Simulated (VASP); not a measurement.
CdC6:

```
Cd C
1.0
     3.92548    0.00000    0.00000
     0.00000    3.92548    0.00000
     0.00000    0.00000    3.92548
Cd C
1 6
Cartesian
  0.0000 0.0000 0.0000
  3.2448 1.9627 1.9627
  0.6807 1.9627 1.9627
  1.9627 1.9627 3.2448
  1.9627 1.9627 0.6807
  1.9627 0.6807 1.9627
  1.9627 3.2448 1.9627
```

- Program: VASP 6.6.1
- Task: relaxation of cell and atoms
- Functional: PBE
- Potentials or basis: VASP PAW PBE potentials, release 64 (Cd, C)
- Cutoff: 600 eV
- k mesh: 10 × 10 × 10
- Occupations: gaussian, width 0.1 eV
- Spin: no spin polarisation

At the start: pressure -0.3 GPa; volume 8.64 Å³/atom.

Question: Where does the relaxation end?

Answer: Over 5 steps the energy falls by 2.5 meV/atom and the volume is 8.56 Å³/atom (-1.0 %); space group Pm-3m (No. 221, to 0.05 Å).

Step by step:
| step | energy change (eV) | largest force (eV/Å) | pressure (GPa) | volume (Å³) |
| --- | --- | --- | --- | --- |
| 1 | 0.0000 | 0.5898 | -0.35 | 60.49 |
| 2 | 0.0685 | 1.3484 | -4.37 | 60.32 |
| 3 | -0.0143 | 0.0098 | -1.81 | 60.44 |
| 4 | -0.0170 | 0.0065 | 0.62 | 59.70 |
| 5 | -0.0174 | 0.0064 | -0.01 | 59.89 |

Final structure:
```yaml
crystal:
  lattice:
    - [3.91248, 0.00000, 0.00000]
    - [0.00000, 3.91248, 0.00000]
    - [0.00000, 0.00000, 3.91248]
  atoms:
    - { symbol: Cd, position: [0.00000, 0.00000, 0.00000] }
    - { symbol: C, position: [0.82417, 0.50000, 0.50000] }
    - { symbol: C, position: [0.17583, 0.50000, 0.50000] }
    - { symbol: C, position: [0.50000, 0.50000, 0.82417] }
    - { symbol: C, position: [0.50000, 0.50000, 0.17583] }
    - { symbol: C, position: [0.50000, 0.17583, 0.50000] }
    - { symbol: C, position: [0.50000, 0.82417, 0.50000] }
```
